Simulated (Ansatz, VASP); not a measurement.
One calculation of KBr, two programs

```xyz
2
Lattice="0.0000 3.3836 3.3836 3.3836 0.0000 3.3836 3.3836 3.3836 0.0000" Properties=species:S:1:pos:R:3 pbc="T T T"
K     0.0000    0.0000    0.0000
Br    3.3836    3.3836    3.3836
```

Alike in both runs: task single point; functional PBE; k mesh 6 × 6 × 6; no spin polarisation.

|  | VASP | Ansatz |
| --- | --- | --- |
| version | VASP 6.6.1 | Ansatz 0.2.0 |
| potentials or method | VASP PAW PBE potentials, release 64 (K_sv, Br) | plane waves, PAW |
| plane-wave cutoff (eV) | 520 | 420 |
| occupations | gaussian, width 0.01 eV | fixed |
| valence electrons in the cell | 16 | 16 |

```tsv
	VASP	Ansatz	Ansatz less VASP
gap on the k mesh at the Fermi level (eV)	4.24	4.24	+0.001
pressure (GPa)	-0.3	-0.3	-0.02
```
